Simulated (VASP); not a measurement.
**ZnS (Wurtzite-2H): single point with PBE**

Crystal: ZnS (Wurtzite-2H).

```xyz
4
Lattice="3.8110 0.0000 0.0000 -1.9055 3.3004 0.0000 0.0000 0.0000 6.2340" Properties=species:S:1:pos:R:3 pbc="T T T"
Zn    0.0000    2.2003    0.0000
Zn    1.9055    1.1001    3.1170
S     0.0000    2.2003    2.4001
S     1.9055    1.1001    5.5171
```

| Item | Value |
| --- | --- |
| Program | VASP 6.6.1 |
| Task | single point |
| Functional | PBE |
| Potentials or basis | VASP PAW PBE potentials, release 64 (Zn, S) |
| Cutoff | 500 eV |
| k mesh | 1 × 1 × 1 |
| Occupations | fermi-dirac, width 0.01 eV |
| Spin | no spin polarisation |

The pressure is 30.9 GPa and the largest force is 1.789 eV/Å. The band gap on the k mesh is 1.81 eV.

Forces on the atoms (eV/Å):
```
Zn   0.000  0.000  1.789
Zn   0.000  0.000  1.789
S    0.000  0.000 -1.789
S    0.000  0.000 -1.789
```

Stress tensor (GPa, compression positive):
```
40.71  0.00  0.00
 0.00 40.71  0.00
 0.00  0.00 11.24
```

Levels at points of the mesh, in eV from the valence-band top:
| k point | band 14 | band 15 | band 16 | band 17 | band 18 | band 19 | band 20 | band 21 | band 22 | band 23 |
| --- | --- | --- | --- | --- | --- | --- | --- | --- | --- | --- |
| (0.00, 0.00, 0.00) | -0.95 | -0.95 | -0.04 | 0.00 | 0.00 | 1.81 | 2.35 | 5.59 | 5.59 | 5.91 |

It used 17 s of CPU time on 1 thread of AMD EPYC 7R13 Processor (Zen 3), with other jobs on the host.

Caveat: the k points lie up to 1.90 Å⁻¹ apart; forces of over 1 eV/Å act on the atoms, so gaps and moduli don't describe the material at rest. A k mesh can miss the band edges.
